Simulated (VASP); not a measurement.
Write the native input for VASP 6.6.1 that does the following.

| Item | Value |
| --- | --- |
| Task | relaxation of cell and atoms |
| Functional | revPBE |
| Dispersion | D4 |
| Potentials or basis | VASP PAW PBE potentials, release 64 (Ge_d) |
| Cutoff | 600 eV |
| k mesh | 11 × 11 × 11 |
| Occupations | fermi-dirac, width 0.05 eV |
| Spin | no spin polarisation |
| Dipole correction | no |
| Further INCAR settings | ALGO = Normal; EDIFF = 1e-07; IBRION = 2; EDIFFG = -0.01; NSW = 60; ISIF = 3 |

The structure of Ge lies in POSCAR:

```
Ge
1.0
   -2.5744897190      2.5744897190      1.3974126432
    2.5744897190     -2.5744897190      1.3974126432
    2.5744897190      2.5744897190     -1.3974126432
Ge
2
Direct
    0.5000000000      0.5000000000      0.0000000000
    0.2500000000      0.7500000000      0.5000000000
```

These files were run (other wordings do the same):

INCAR

```
ALGO     = Normal         # electronic algorithm
EDIFF    = 1E-7           # SCF threshold, eV
EDIFFG   = -0.01          # ionic threshold
ENCUT    = 600            # plane-wave cutoff, eV
GGA      = RE             # functional
IBRION   = 2              # ionic algorithm
ISIF     = 3              # what is computed and relaxed
ISMEAR   = -1             # smearing method
IVDW     = 13             # dispersion correction
LASPH    = True           # aspherical terms in the spheres
LCHARG   = False          # write CHGCAR
LREAL    = False          # projectors in reciprocal space
LWAVE    = False          # write WAVECAR
NELM     = 80             # most SCF steps
NSW      = 60             # ionic steps
PREC     = Accurate       # precision mode
SIGMA    = 0.05           # smearing width, eV
```

KPOINTS

```
k-points
0
Gamma
  11 11 11
```

Potentials or basis: VASP PAW PBE potentials, release 64 (Ge_d).

The run is started by

```sh
$ cat potpaw_PBE.64/Ge_d/POTCAR > POTCAR
$ mpirun -np 1 vasp_std > vasp.out
```

It gave:

```json
{
 "Relaxed volume": "18.33 Å³/atom",
 "Relaxed cell": "a = 3.887 Å, b = 3.887 Å, c = 3.887 Å, α = 97.37°, β = 97.37°, γ = 138.03°",
 "Space group after relaxing (to 0.1 Å)": "I4_1/amd (No. 141)",
 "Energy gained by relaxing": "0.5 meV/atom",
 "Ionic steps": "3",
 "Pressure after relaxing": "0.0 GPa",
 "Band gap on the k mesh": "zero (bands 14 and 15 overlap by 4.80 eV)",
 "Dispersion energy per atom": "-0.660 eV"
}
```

Caveat: the PAW data sets were made with another functional, which shifts forces and pressure a little.

Wall time 98 s on 1 thread of Intel(R) Xeon(R) Platinum 8488C (Sapphire Rapids), with other jobs on the host, peak memory 0.24 GiB.
